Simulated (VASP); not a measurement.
Runs of VASP 6.6.1 on Al. The structure is that of space group P6_3/mmc (No. 194), or close to it. The cells are those of the table. 

| task | cell | cutoff (eV) | gap on the mesh (eV) | pressure (GPa) |
| --- | --- | --- | --- | --- |
| relaxation of cell and atoms | relaxed to 20 GPa from a = 2.827, b = 2.827, c = 9.186 Å, angles 90.0, 90.0, 120.0°, 4 atoms | 600 | none | 20.1 |
| single point | a = 2.680, b = 2.680, c = 8.806 Å, angles 90.0, 90.0, 120.0°, 4 atoms | 520 | none | (a) |
| single point | a = 2.740, b = 2.740, c = 9.028 Å, angles 90.0, 90.0, 120.0°, 4 atoms | 520 | none | 10.1 |
| relaxation of cell and atoms | relaxed from a = 2.827, b = 2.827, c = 9.186 Å, angles 90.0, 90.0, 120.0°, 4 atoms | 600 | none | 0.0 |
| single point | a = 2.778, b = 2.778, c = 9.192 Å, angles 90.0, 90.0, 120.0°, 4 atoms | 520 | none | 5.1 |

Alike in all rows: level PBEsol; potentials or basis VASP PAW PBE potentials, release 64 (Al); no spin polarisation; k mesh 9 × 9 × 3; smearing methfessel-paxton 0.1 eV.

Fill in the values left out.

(a) 20.2.

Caveats: the PAW data sets were made with another functional, which shifts forces and pressure a little; the cell is relaxed towards a set pressure, so the enthalpy falls and the energy may rise (some runs).

A gap of «none» marks levels without a gap at the run's occupations.
